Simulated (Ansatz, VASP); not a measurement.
**Two plane-wave programs on SiO2**

```
Si O
1.0
     4.23314    0.00000    0.00000
     0.00000    4.23314    0.00000
     0.00000    0.00000    2.69291
Si O
2 4
Direct
  0.50000 0.50000 0.50000
  0.00000 0.00000 0.00000
  0.19310 0.80690 0.50000
  0.30690 0.30690 0.00000
  0.80690 0.19310 0.50000
  0.69310 0.69310 0.00000
```

Change from the starting cell: the structure that the rattled cell fell into.

Alike in both runs: task relaxation of cell and atoms; functional PBE; k mesh 6 × 6 × 8; occupations gaussian, width 0.02 eV; no spin polarisation.

```csv
,VASP,Ansatz
version,VASP 6.6.1,Ansatz 0.2.0
potentials or method,"VASP PAW PBE potentials, release 64 (Si, O), cutoff 600 eV","scalar-relativistic, plane waves, PAW"
valence electrons in the cell,32,32
```

|  | VASP | Ansatz | Ansatz less VASP |
| --- | --- | --- | --- |
| gap on the k mesh at the Fermi level, each at its own relaxed structure (eV) | 5.04 | 5.04 | -0.001 |
| relaxed volume (Å³/atom) | 8.03 | 8.05 | +0.012 |
| relaxed cell length with the largest relative difference (Å) | 4.232 | 4.236 | +0.0040 |
